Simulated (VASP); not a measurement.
# O (P2/c) in VASP: single point with PBEsol

Aim: the single point of O with PBEsol.

Everything below comes from runs of VASP 6.6.1. Logs are shortened: lines on timing, memory, paths and dates and some standing lists are left out, and cuts for length are marked.

## Step 1: The cell of the first run

Symmetry: P2/c, No. 13, monoclinic system. The conventional cell has a = 3.892 Å, b = 3.789 Å, c = 3.117 Å, α = 90.00°, β = 108.65°, γ = 90.00°. O (site symmetry 1) has 1 O at 1.23 Å within 1.7 Å.

## Step 2: Single point, PBEsol

Input file INCAR:

```
SYSTEM = O
ALGO = Normal ; EDIFF = 1E-6
ENCUT = 520 ; GGA = PS
ISIF = 2 ; ISMEAR = 0
LASPH = .True. ; LCHARG = .True.
LELF = .True. ; LREAL = .False.
LVHAR = .True. ; LWAVE = .False.
NBANDS = 20 ; NELM = 100
PREC = Accurate ; SIGMA = 0.01
```

Input file KPOINTS:

```
k-points
0
Gamma
  5 5 6
  0 0 0
```

Input file POSCAR:

```
O
1.0
    3.8922600000      0.0000000000      0.0000000000
    0.0000000000      3.7894600000      0.0000000000
   -0.9966600000      0.0000000000      2.9534100000
O
4
Direct
    0.3329700000      0.6941200000      0.6812900000
    0.6670300000      0.6941200000      0.8187100000
    0.6670300000      0.3058800000      0.3187100000
    0.3329700000      0.3058800000      0.1813000000
```

Potentials or basis: VASP PAW PBE potentials, release 64 (O).

Command:

```sh
> cat potpaw_PBE.64/O/POTCAR > POTCAR
> mpirun -np 1 vasp_std > vasp.out
```

OUTCAR:

```text
SYSTEM = O
   EDIFF = 1E-6
   ENCUT = 520
   GGA = PS
   ISIF = 2
   ISMEAR = 0
   LASPH = .True.
   LREAL = .False.
   NELM = 100
   PREC = Accurate

 ion  position               nearest neighbor table
   1  0.333  0.694  0.681-   2 1.23
   2  0.667  0.694  0.819-   1 1.23
   3  0.667  0.306  0.319-   4 1.23
   4  0.333  0.306  0.181-   3 1.23

  LATTYP: Found a simple monoclinic cell.
 ALAT       =     3.1170437571
 B/A-ratio  =     1.2157224265
 C/A-ratio  =     1.2487023935
 COS(beta)  =    -0.3197452707

  Lattice vectors:

 A1 = (  -0.9966600000,   0.0000000000,   2.9534100000)
 A2 = (   0.0000000000,  -3.7894600000,   0.0000000000)
 A3 = (   3.8922600000,   0.0000000000,   0.0000000000)

Analysis of symmetry for initial positions (statically):
=====================================================================
 Subroutine PRICEL returns:
 Original cell was already a primitive cell.

 Routine SETGRP: Setting up the symmetry group for a
 simple monoclinic supercell.

 Subroutine GETGRP returns: Found  1 space group operations
 (whereof  1 operations were pure point group operations)
 out of a pool of  4 trial point group operations.

The static configuration has the point symmetry C_1 .

Analysis of symmetry for dynamics (positions and initial velocities):
=====================================================================
 Subroutine PRICEL returns:
 Original cell was already a primitive cell.

 Routine SETGRP: Setting up the symmetry group for a
 simple monoclinic supercell.

 Subroutine GETGRP returns: Found  1 space group operations
 (whereof  1 operations were pure point group operations)
 out of a pool of  4 trial point group operations.

The dynamic configuration has the point symmetry C_1 .

 Subroutine INISYM returns: Found  1 space group operations
 (whereof  1 operations are pure point group operations),
 and found     1 'primitive' translations

----------------------------------------------------------------------------------------

                                     Primitive cell

  volume of cell :      43.5615

  direct lattice vectors                    reciprocal lattice vectors
     3.892260000  0.000000000  0.000000000     0.256920144  0.000000000  0.086700469
     0.000000000  3.789460000  0.000000000     0.000000000  0.263889842  0.000000000
    -0.996660000  0.000000000  2.953410000     0.000000000  0.000000000  0.338591662

  length of vectors
     3.892260000  3.789460000  3.117043757     0.271154811  0.263889842  0.338591662

  position of ions in fractional coordinates (direct lattice)
     0.332970000  0.694120000  0.681290000
     0.667030000  0.694120000  0.818710000
     0.667030000  0.305880000  0.318710000
     0.332970000  0.305880000  0.181300000

  ion indices of the primitive-cell ions
   primitive index   ion index
                 1           1
                 2           2
                 3           3
                 4           4

----------------------------------------------------------------------------------------

 KPOINTS: k-points

Automatic generation of k-mesh.
 Grid dimensions read from file:
 generate k-points for:    5    5    6

 Generating k-lattice:

  Cartesian coordinates                     Fractional coordinates (reciprocal lattice)
     0.051384029  0.000000000  0.017340094     0.200000000  0.000000000 -0.000000000
     0.000000000  0.052777968  0.000000000     0.000000000  0.200000000  0.000000000
     0.000000000  0.000000000  0.056431944     0.000000000  0.000000000  0.166666667

  Length of vectors
     0.054230962  0.052777968  0.056431944

  Shift w.r.t. Gamma in fractional coordinates (k-lattice)
     0.000000000  0.000000000  0.000000000

 Subroutine IBZKPT returns following result:
 ===========================================

 Found     76 irreducible k-points:

 Following reciprocal coordinates:
            Coordinates               Weight
  0.000000  0.000000  0.000000      1.000000
  0.200000  0.000000  0.000000      2.000000
  0.400000  0.000000 -0.000000      2.000000
  0.000000  0.200000  0.000000      2.000000
  0.200000  0.200000  0.000000      2.000000
 -0.200000  0.200000 -0.000000      2.000000
[... 16 lines left out ...]
  0.400000  0.200000  0.166667      2.000000
 -0.400000  0.200000 -0.166667      2.000000
 [... further k-points ...]
   k-points           NKPTS =     76   k-points in BZ     NKDIM =     76   number of bands    NBANDS=     20
   number of dos      NEDOS =    301   number of ions     NIONS =      4
   total plane-waves  NPLWV =  20160
   dimension x,y,z NGX =    30 NGY =   28 NGZ =   24
   dimension x,y,z NGXF=    60 NGYF=   56 NGZF=   48
   ions per type =               4
   NGX,Y,Z   is equivalent  to a cutoff of  12.81, 12.28, 12.80 a.u.
   NGXF,Y,Z  is equivalent  to a cutoff of  25.63, 24.57, 25.60 a.u.
 SYSTEM =  O
   PREC   = accura    normal or accurate (medium, high low for compatibility)
   ISTART =      0    job   : 0-new  1-cont  2-samecut
   ICHARG =      2    charge: 1-file 2-atom 10-const
   ISPIN  =      1    spin polarized calculation?
   LNONCOLLINEAR =      F non collinear calculations
   LSORBIT =      F    spin-orbit coupling
   LASPH  =      T    aspherical Exc in radial PAW
   ENCUT  =  520.0 eV  38.22 Ry    6.18 a.u.   7.24  7.05  5.80*2*pi/ulx,y,z
   NELM   =    100;   NELMIN=  2; NELMDL= -5     # of ELM steps
   EDIFF  = 0.1E-05   stopping-criterion for ELM
   LREAL  =      F    real-space projection
   EDIFFG = 0.1E-04   stopping-criterion for IOM
   NSW    =      0    number of steps for IOM
   IBRION =     -1    ionic relax: 0-MD 1-quasi-New 2-CG
   NFREE  =      0    steps in history (QN), initial steepest desc. (CG)
   ISIF   =      2    stress and relaxation
   ISYM   =      2    0-nonsym 1-usesym 2-fastsym
   POTIM  = 0.5000    time-step for ionic-motion
   TEBEG  =    0.0;   TEEND  =   0.0 temperature during run
   PSTRESS=    0.0 pullay stress
   NELECT =      24.0000    total number of electrons
   NUPDOWN=      -1.0000    fix difference up-down
   EMIN   =  10.00;   EMAX   =-10.00  energy-range for DOS
   EFERMI =   0.00;   METHOD = LEGACY
   ISMEAR =     0;   SIGMA  =   0.01  broadening in eV -4-tet -1-fermi 0-gaus
   EFERMI_NEDOS =   21; number of points for ismear=-14 and -15
   IALGO  =     38    algorithm
   IMIX   =      4    mixing-type and parameters
     AMIX     =   0.40;   BMIX     =  1.00
     AMIX_MAG =   1.60;   BMIX_MAG =  1.00
  volume/ion in A,a.u.               =      10.89        73.49
  Fermi-wavevector in a.u.,A,eV,Ry     =   1.342078  2.536159 24.506434  1.801172
  Thomas-Fermi vector in A             =   2.470260
   LORBIT       =      0    0 simple, 1 ext, 2 COOP (PROOUT), +10 PAW based schemes
   GGA     = PS    functional components
   LHFCALC =     F    Hartree Fock is set to
   AEXX    =    0.0000 exact exchange contribution
   IVDW    =     0    specifies the selected vdW correction
   LEPSILON=     F    determine dielectric tensor
   LRPA    =     F    only Hartree local field effects (RPA)
 non-spin polarized calculation
 Gauss-broadening in eV      SIGMA  =   0.01
  energy-cutoff  :      520.00
  volume of cell :       43.56
 maximum number of plane-waves:      1188
 NGX is ok and might be reduce to    30
   NGX = 15   NGY = 15   NGZ = 11

 number of electron      23.9999988 magnetization

 Free energy of the ion-electron system (eV)
  ---------------------------------------------------
  ext. energy  EPLUGINS =         0.00000000
  ---------------------------------------------------
  free energy    TOTEN  =       -20.91370676 eV

  energy without entropy =      -20.91370676  energy(sigma->0) =      -20.91370676

 E-fermi :   0.2456     XC(G=0):  -9.7817

 val. band max:        0.1760773224   @ k =   0.0000   0.4000   0.0000
 cond. band min:       1.0031891287   @ k =   0.4000   0.4000  -0.0000
 fundamental gap:      0.8271118063
 Fermi energy:         0.2456418245

 k-point     1 :       0.0000    0.0000    0.0000
  band No.  band energies     occupation
      1     -26.6444      2.00000
      2     -24.8629      2.00000
      3     -14.1143      2.00000
      4     -12.0578      2.00000
      5      -8.4487      2.00000
      6      -7.5325      2.00000
[... 12 lines left out ...]
     19      14.1960      0.00000
     20      17.1713      0.00000

 k-point     2 :       0.2000    0.0000    0.0000
  band No.  band energies     occupation
      1     -26.6213      2.00000
      2     -24.8580      2.00000
      3     -14.4569      2.00000
      4     -12.1423      2.00000
      5      -7.9804      2.00000
      6      -7.3170      2.00000
[... 12 lines left out ...]
     19      13.7703      0.00000
     20      17.8474      0.00000

 k-point     3 :       0.4000    0.0000   -0.0000
  band No.  band energies     occupation
      1     -26.5826      2.00000
      2     -24.8493      2.00000
      3     -14.9241      2.00000
      4     -12.2721      2.00000
      5      -7.6172      2.00000
      6      -7.2862      2.00000
[... 12 lines left out ...]
     19      13.5466      0.00000
     20      17.8694      0.00000

 k-point     4 :       0.0000    0.2000    0.0000
  band No.  band energies     occupation
      1     -26.5828      2.00000
      2     -24.9400      2.00000
      3     -14.0413      2.00000
      4     -12.1557      2.00000
      5      -8.4044      2.00000
      6      -7.4310      2.00000
[... 429 lines left out ...]
 k-point    23 :       0.4000    0.2000    0.1667
  band No.  band energies     occupation
      1     -26.4026      2.00000
      2     -25.0177      2.00000
      3     -14.7050      2.00000
      4     -12.5182      2.00000
      5      -7.7882      2.00000
      6      -7.2851      2.00000
[... 12 lines left out ...]
     19      13.9871      0.00000
     20      17.5852      0.00000

 k-point    24 :      -0.4000    0.2000   -0.1667
  band No.  band energies     occupation
      1     -26.4026      2.00000
      2     -25.0177      2.00000
      3     -14.7050      2.00000
      4     -12.5182      2.00000
      5      -7.7882      2.00000
      6      -7.2850      2.00000
[... 12 lines left out ...]
     19      13.9870      0.00000
     20      17.5852      0.00000

 [... further k-points ...]

------------------------ aborting loop because EDIFF is reached ----------------------------------------

  FORCE on cell =-STRESS in cart. coord.  units (eV):
  Direction    XX          YY          ZZ          XY          YZ          ZX
  --------------------------------------------------------------------------------------
  -------------------------------------------------------------------------------------
  Total       -0.4484905      0.0034657     -0.7567977     -0.0000611      0.0001174     -0.3528600
  in kB      -16.4953275      0.1274656    -27.8347600     -0.0022459      0.0043167    -12.9780681
  external PRESSURE =     -14.7342073 kB  Pullay stress =       0.0000000 kB

 VOLUME and BASIS-vectors are now :
 -----------------------------------------------------------------------------
  energy-cutoff  :      520.00
  volume of cell :       43.56
      direct lattice vectors                 reciprocal lattice vectors
     3.892260000  0.000000000  0.000000000     0.256920144  0.000000000  0.086700469
     0.000000000  3.789460000  0.000000000     0.000000000  0.263889842  0.000000000
    -0.996660000  0.000000000  2.953410000     0.000000000  0.000000000  0.338591662

 POSITION                                       TOTAL-FORCE (eV/Angst)
 -----------------------------------------------------------------------------------
      0.61699      2.63034      2.01213         0.557311     -0.258703      0.281419
      1.78028      2.63034      2.41799        -0.557225     -0.258780     -0.281299
      2.27861      1.15912      0.94128        -0.557319      0.258754     -0.281294
      1.11531      1.15912      0.53545         0.557233      0.258729      0.281174
 -----------------------------------------------------------------------------------
    total drift:                               -0.000003     -0.000178      0.000015

  FREE ENERGIE OF THE ION-ELECTRON SYSTEM (eV)
  ---------------------------------------------------
  free  energy   TOTEN  =       -20.9137067579 eV

  energy  without entropy=      -20.9137067579  energy(sigma->0) =      -20.91370676
```

Wall time 51 s (1 thread of Intel Xeon Platinum 8259CL at 2.50GHz (Skylake/Cascade Lake), shared host); peak memory 0.17 GiB.

Results:

```
Free energy            : -20.9137 eV
Pressure               : -1.5 GPa
Largest force          : 0.676 eV/Å
Band gap on the k mesh : 0.83 eV, indirect (least direct gap 1.02 eV)
```

Forces in eV/Å, atoms in the order of the input:
```
O    0.557 -0.259  0.281
O   -0.557 -0.259 -0.281
O   -0.557  0.259 -0.281
O    0.557  0.259  0.281
```

Caveat: the standard files for N, O and F lose accuracy on very short bonds; spin is off for a triplet molecule; the PAW data sets were made with another functional, which shifts forces and pressure a little. A k mesh can miss the band edges.
